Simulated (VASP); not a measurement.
# PtSe2 (P-3m1) in VASP: a series of runs, part 2 of 2

VASP 6.6.1. The steps go on from the part before.

## 3. Relaxation of cell and atoms, PBEsol, target pressure 30 GPa, at which the enthalpy is minimised

This run uses another cell than the first one, of 19.84 Å³/atom.

INCAR reads:

```
SYSTEM = PtSe2
PREC = Accurate ; ENCUT = 600
EDIFF = 1E-6 ; ISMEAR = -1
SIGMA = 0.15 ; LREAL = .FALSE.
LASPH = .TRUE. ; NELM = 60
ALGO = Normal ; ISIF = 3
LWAVE = .FALSE. ; LCHARG = .FALSE.
GGA = PS ; IBRION = 2
NSW = 80 ; EDIFFG = -0.001
PSTRESS = 300.0
```

KPOINTS reads:

```
regular mesh
0
G
  12 12 8
  0 0 0
```

POSCAR reads:

```
PtSe2
1.0
    3.7607971121      0.0000000000      0.0000000000
   -1.8803985560      3.2569458376      0.0000000000
    0.0000000000      0.0000000000      4.8587327349
Pt Se
1 2
Direct
    0.0000000000      0.0000000000      0.0000000000
    0.3333333333      0.6666666667      0.2611754915
    0.6666666667      0.3333333333      0.7388245085
```

Potentials or basis: VASP PAW PBE potentials, release 64 (Pt, Se).

Run with:

```console
$ cat potpaw_PBE.64/Pt/POTCAR potpaw_PBE.64/Se/POTCAR > POTCAR
$ mpirun -np 1 vasp_std > vasp.out
```

OUTCAR:

```text
SYSTEM = PtSe2
   PREC = Accurate
   ENCUT = 600
   EDIFF = 1E-6
   ISMEAR = -1
   LREAL = .FALSE.
   LASPH = .TRUE.
   NELM = 60
   ISIF = 3
   GGA = PS
   IBRION = 2
   NSW = 80
   EDIFFG = -0.001
   PSTRESS = 300.0

 ion  position               nearest neighbor table
   1  0.000  0.000  0.000-   2 2.51   3 2.51   3 2.51   2 2.51   3 2.51   2 2.51
   2  0.333  0.667  0.261-   1 2.51   1 2.51   1 2.51
   3  0.667  0.333  0.739-   1 2.51   1 2.51   1 2.51

  LATTYP: Found a hexagonal cell.
 ALAT       =     3.7607971121
 C/A-ratio  =     1.2919422639

  Lattice vectors:

 A1 = (   3.7607971121,   0.0000000000,   0.0000000000)
 A2 = (  -1.8803985560,   3.2569458376,   0.0000000000)
 A3 = (   0.0000000000,   0.0000000000,   4.8587327349)

Analysis of symmetry for initial positions (statically):
=====================================================================
 Subroutine PRICEL returns:
 Original cell was already a primitive cell.

 Routine SETGRP: Setting up the symmetry group for a
 hexagonal supercell.

 Subroutine GETGRP returns: Found 12 space group operations
 (whereof 12 operations were pure point group operations)
 out of a pool of 24 trial point group operations.

The static configuration has the point symmetry D_3d.

Analysis of symmetry for dynamics (positions and initial velocities):
=====================================================================
 Subroutine PRICEL returns:
 Original cell was already a primitive cell.

 Routine SETGRP: Setting up the symmetry group for a
 hexagonal supercell.

 Subroutine GETGRP returns: Found 12 space group operations
 (whereof 12 operations were pure point group operations)
 out of a pool of 24 trial point group operations.

The dynamic configuration has the point symmetry D_3d.

 Subroutine INISYM returns: Found 12 space group operations
 (whereof 12 operations are pure point group operations),
 and found     1 'primitive' translations

----------------------------------------------------------------------------------------

                                     Primitive cell

  volume of cell :      59.5132

  direct lattice vectors                    reciprocal lattice vectors
     3.760797112  0.000000000  0.000000000     0.265901076  0.153518058  0.000000000
    -1.880398556  3.256945838  0.000000000     0.000000000  0.307036116  0.000000000
     0.000000000  0.000000000  4.858732735     0.000000000  0.000000000  0.205814984

  length of vectors
     3.760797112  3.760797112  4.858732735     0.307036116  0.307036116  0.205814984

  position of ions in fractional coordinates (direct lattice)
     0.000000000  0.000000000  0.000000000
     0.333333333  0.666666667  0.261175491
     0.666666667  0.333333333  0.738824509

  ion indices of the primitive-cell ions
   primitive index   ion index
                 1           1
                 2           2
                 3           3

----------------------------------------------------------------------------------------

 KPOINTS: regular mesh

Automatic generation of k-mesh.
 Grid dimensions read from file:
 generate k-points for:   12   12    8

 Generating k-lattice:
[... 54 lines left out ...]
   ISTART =      0    job   : 0-new  1-cont  2-samecut
   ICHARG =      2    charge: 1-file 2-atom 10-const
   ISPIN  =      1    spin polarized calculation?
   LNONCOLLINEAR =      F non collinear calculations
   LSORBIT =      F    spin-orbit coupling
   LASPH  =      T    aspherical Exc in radial PAW
   ENCUT  =  600.0 eV  44.10 Ry    6.64 a.u.   7.51  7.51  9.70*2*pi/ulx,y,z
   NELM   =     60;   NELMIN=  2; NELMDL= -5     # of ELM steps
   EDIFF  = 0.1E-05   stopping-criterion for ELM
   LREAL  =      F    real-space projection
   EDIFFG = -.1E-02   stopping-criterion for IOM
   NSW    =     80    number of steps for IOM
   IBRION =      2    ionic relax: 0-MD 1-quasi-New 2-CG
   NFREE  =      1    steps in history (QN), initial steepest desc. (CG)
   ISIF   =      3    stress and relaxation
   ISYM   =      2    0-nonsym 1-usesym 2-fastsym
   POTIM  = 0.5000    time-step for ionic-motion
   TEBEG  =    0.0;   TEEND  =   0.0 temperature during run
   PSTRESS=  300.0 pullay stress
   NELECT =      22.0000    total number of electrons
   NUPDOWN=      -1.0000    fix difference up-down
   EMIN   =  10.00;   EMAX   =-10.00  energy-range for DOS
   EFERMI =   0.00;   METHOD = LEGACY
   ISMEAR =    -1;   SIGMA  =   0.15  broadening in eV -4-tet -1-fermi 0-gaus
   EFERMI_NEDOS =   21; number of points for ismear=-14 and -15
   IALGO  =     38    algorithm
   IMIX   =      4    mixing-type and parameters
     AMIX     =   0.40;   BMIX     =  1.00
     AMIX_MAG =   1.60;   BMIX_MAG =  1.00
  volume/ion in A,a.u.               =      19.84       133.87
  Fermi-wavevector in a.u.,A,eV,Ry     =   1.174928  2.220292 18.782240  1.380456
  Thomas-Fermi vector in A             =   2.311317
   LORBIT       =      0    0 simple, 1 ext, 2 COOP (PROOUT), +10 PAW based schemes
   GGA     = PS    functional components
   LHFCALC =     F    Hartree Fock is set to
   AEXX    =    0.0000 exact exchange contribution
   IVDW    =     0    specifies the selected vdW correction
   LEPSILON=     F    determine dielectric tensor
   LRPA    =     F    only Hartree local field effects (RPA)
 conjugate gradient relaxation of ions
 non-spin polarized calculation
  energy-cutoff  :      600.00
  volume of cell :       59.51
 maximum number of plane-waves:      2005
   NGX = 15   NGY = 15   NGZ = 19

--------------------------------------- Ionic step        1  -------------------------------------------

 number of electron      22.0000003 magnetization

 Free energy of the ion-electron system (eV)
  ---------------------------------------------------
  ext. energy  EPLUGINS =         0.00000000
  ---------------------------------------------------
  free energy    TOTEN  =       -15.93455436 eV

  energy without entropy =      -15.87473170  energy(sigma->0) =      -15.90464303

------------------------ aborting loop because EDIFF is reached ----------------------------------------

  FORCE on cell =-STRESS in cart. coord.  units (eV):
  Direction    XX          YY          ZZ          XY          YZ          ZX
  --------------------------------------------------------------------------------------
  -------------------------------------------------------------------------------------
  Total        0.0461033      0.0461033      0.0287650      0.0000000      0.0000000     -0.0000000
  in kB        1.2411641      1.2411641      0.7743933      0.0000000      0.0000000     -0.0000000
  external PRESSURE =    -298.9144262 kB  Pullay stress =     300.0000000 kB
[... 26 lines left out ...]
--------------------------------------- Ionic step        2  -------------------------------------------

 number of electron      22.0000000 magnetization

 E-fermi :  17.9204     XC(G=0): -14.0333

 val. band max:       17.8660747181   @ k =   0.0000   0.0000   0.3750
 cond. band min:      18.0049666935   @ k =   0.0000   0.0833   0.2500
 fundamental gap:      0.1388919754
 Fermi energy:        17.9204023420

 k-point     1 :       0.0000    0.0000    0.0000
  band No.  band energies     occupation
      1      -5.8625      2.00000
      2       2.6734      2.00000
      3       3.0674      2.00000
      4       4.4934      2.00000
      5       4.4934      2.00000
      6       8.7948      2.00000
      7       8.7948      2.00000
      8      12.8391      2.00000
      9      15.8237      2.00000
     10      15.8237      2.00000
     11      16.7614      1.99912
     12      19.2649      0.00026
     13      19.2649      0.00026
     14      20.4327      0.00000
[... 488 lines left out ...]
  energy  without entropy=      -15.4146370062  energy(sigma->0) =      -15.44088727

  enthalpy is  TOTEN    =        -5.6708295306 eV   P V=        9.7963080097

[... ionic steps 4 to 24 ...]

--------------------------------------- Ionic step       25  -------------------------------------------

 number of electron      22.0000002 magnetization

------------------------ aborting loop because EDIFF is reached ----------------------------------------
[... 73 lines left out ...]
--------------------------------------- Ionic step       27  -------------------------------------------

 number of electron      22.0000002 magnetization

 Free energy of the ion-electron system (eV)
  ---------------------------------------------------
  ext. energy  EPLUGINS =         0.00000000
  ---------------------------------------------------
  free energy    TOTEN  =       -15.10712572 eV

  energy without entropy =      -15.06286854  energy(sigma->0) =      -15.08499713

 E-fermi :   9.6525     XC(G=0): -12.1761

 val. band max:        9.6337444490   @ k =   0.0833   0.0833   0.3750
 cond. band min:       9.6901045643   @ k =   0.1667   0.0000   0.5000
 fundamental gap:      0.0563601153
 Fermi energy:         9.6524653645

 k-point     1 :       0.0000    0.0000    0.0000
  band No.  band energies     occupation
      1      -7.9896      2.00000
      2      -2.5206      2.00000
      3       1.2012      2.00000
      4       2.2750      2.00000
      5       2.2750      2.00000
      6       5.2999      2.00000
      7       5.2999      2.00000
      8       6.9728      2.00000
      9       8.5442      1.99876
     10       8.5442      1.99876
     11       9.9866      0.19460
     12       9.9866      0.19460
     13      10.4440      0.01016
     14      12.7078      0.00000
[... 449 lines left out ...]
  energy  without entropy=      -15.0628685350  energy(sigma->0) =      -15.08499713

  enthalpy is  TOTEN    =        -6.1905473604 eV   P V=        8.9165783595

 reached required accuracy - stopping structural energy minimisation
```

CONTCAR:

```text
PtSe2
   1.00000000000000
     3.6255723779684770    0.0000000001568455   -0.0000000000000001
    -1.8127861888002044    3.1398377827717008    0.0000000000000000
    -0.0000000000000001   -0.0000000000000000    4.1831531758823619
  Pt              Se
     1     2
Direct
     0.0000000000000000    0.0000000000000000    0.0000000000000000
     0.3333333332999970    0.6666666667000030    0.2934600869603708
     0.6666666667000030    0.3333333332999970    0.7065399130396293

  0.00000000E+00  0.00000000E+00  0.00000000E+00
  0.00000000E+00  0.00000000E+00  0.00000000E+00
  0.00000000E+00  0.00000000E+00  0.00000000E+00
```

Wall time 36 min (1 thread of Intel Xeon 8259CL, shared host); peak memory 0.32 GiB.

Results:

```yaml
Free_energy: -15.1071 eV
Relaxed_volume: 15.87 Å³/atom
Relaxed_cell: a = 3.626 Å, b = 3.626 Å, c = 4.183 Å, α = 90.00°, β = 90.00°, γ = 120.00°
Space_group_after_relaxing_to_0.1_Å: P-3m1 (No. 164)
Energy_change_on_relaxing_the_run_minimises_the_enthalpy: +275.8 meV/atom
Ionic_steps: 27
Pressure_after_relaxing: 30.0 GPa
Band_gap_on_the_k_mesh: zero (bands 11 and 12 overlap by 0.75 eV)
```

The path:
```csv
step,energy change (eV),largest force (eV/Å),pressure (GPa),volume (Å³)
1,0.0000,0.0144,0.11,59.51
2,15.0047,16.9572,313.27,32.99
3,0.4674,1.7715,23.48,52.32
4,0.5915,2.0299,27.22,51.53
5,0.6917,2.2245,30.06,50.97
6,0.7426,1.0946,31.21,48.64
7,1.0199,0.1668,34.86,46.72
8,0.9355,0.1564,33.81,47.14
9,0.5238,0.5657,19.48,49.64
10,0.7962,0.0679,29.42,47.83
11,0.8062,0.0518,29.62,47.75
12,0.8250,0.0300,29.90,47.63
13,0.8278,0.0273,29.94,47.62
14,0.8357,0.0140,30.29,47.58
15,0.8315,0.0079,30.09,47.60
16,0.8237,0.0059,29.93,47.64
17,0.8272,0.0006,30.01,47.62
18,0.8269,0.0001,30.00,47.62
19,0.8270,0.0002,30.00,47.62
20,0.8269,0.0007,29.99,47.62
21,0.8264,0.0027,29.96,47.63
22,0.8266,0.0021,29.98,47.62
23,0.8267,0.0013,29.98,47.62
24,0.8268,0.0011,29.99,47.62
25,0.8268,0.0011,29.99,47.62
26,0.8276,0.0003,30.01,47.62
27,0.8274,0.0001,30.01,47.62
```

Final structure:
```cif
data_structure
_symmetry_space_group_name_H-M 'P 1'
_symmetry_Int_Tables_number 1
_cell_length_a 3.6256
_cell_length_b 3.6256
_cell_length_c 4.1832
_cell_angle_alpha 90.000
_cell_angle_beta 90.000
_cell_angle_gamma 120.000
_cell_volume 47.62
loop_
_atom_site_label
_atom_site_type_symbol
_atom_site_fract_x
_atom_site_fract_y
_atom_site_fract_z
_atom_site_occupancy
Pt1 Pt 0.00000 0.00000 0.00000 1
Se1 Se 0.33333 0.66667 0.29346 1
Se2 Se 0.66667 0.33333 0.70654 1
```

Levels at points of the mesh, in eV from the Fermi level:
| k point | band 9 | band 10 | band 11 | band 12 | band 13 | band 14 |
| --- | --- | --- | --- | --- | --- | --- |
| (0.00, 0.00, 0.00) | -1.11 | -1.11 | 0.33 | 0.33 | 0.79 | 3.06 |
| (0.50, 0.00, 0.00) | -3.68 | -3.38 | -3.25 | 0.64 | 3.86 | 5.95 |
| (0.00, 0.00, 0.50) | -2.80 | -2.80 | -1.78 | 3.24 | 3.24 | 5.45 |
| (0.50, 0.00, 0.50) | -3.38 | -2.55 | -1.19 | -0.05 | 2.22 | 5.37 |

Caveat: the cell is relaxed towards a set pressure, so the run minimises the enthalpy, not the energy; the volume moved by over 15 % at a fixed basis, so the end points are rough; the PAW data sets were made with another functional, which shifts forces and pressure a little; spin-orbit coupling is left out, which moves the levels of the heavy elements.
